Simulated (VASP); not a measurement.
In3Se, 4 atoms in the cell. Symmetry: Pm-3m, No. 221, cubic system. Conventional cell: a = 4.435 Å, b = 4.435 Å, c = 4.435 Å, α = 90.00°, β = 90.00°, γ = 90.00°. In (site symmetry 4/mmm) has 8 In at 3.14 Å and 4 Se at 3.14 Å within 4.1 Å. Within 4.1 Å of Se (site symmetry m-3m) lie 12 In at 3.14 Å. 

- Program: VASP 6.6.1
- Task: single point
- Functional: PBEsol
- Potentials or basis: VASP PAW PBE potentials, release 64 (In_d, Se)
- Cutoff: 520 eV
- k mesh: 6 × 6 × 6
- Occupations: fermi-dirac, width 0.05 eV
- Spin: no spin polarisation
- Dipole correction: no
- Further INCAR settings: ALGO = Normal; EDIFF = 1e-06; NBANDS = 30

Potentials or basis: VASP PAW PBE potentials, release 64 (In_d, Se).

Command:

```bash
$ cat potpaw_PBE.64/In_d/POTCAR potpaw_PBE.64/Se/POTCAR > POTCAR
$ mpirun -np 1 vasp_std > vasp.out
```

Hardware: 1 thread of Intel(R) Xeon(R) 6975P-C (Granite Rapids), on a shared host.

**Question.** How long does it take, and how much memory?

**Answer.** Wall time 18 s on 1 thread of Intel(R) Xeon(R) 6975P-C (Granite Rapids) (shared host), peak memory 0.22 GiB. Counts: scf iterations 13, k points 20.
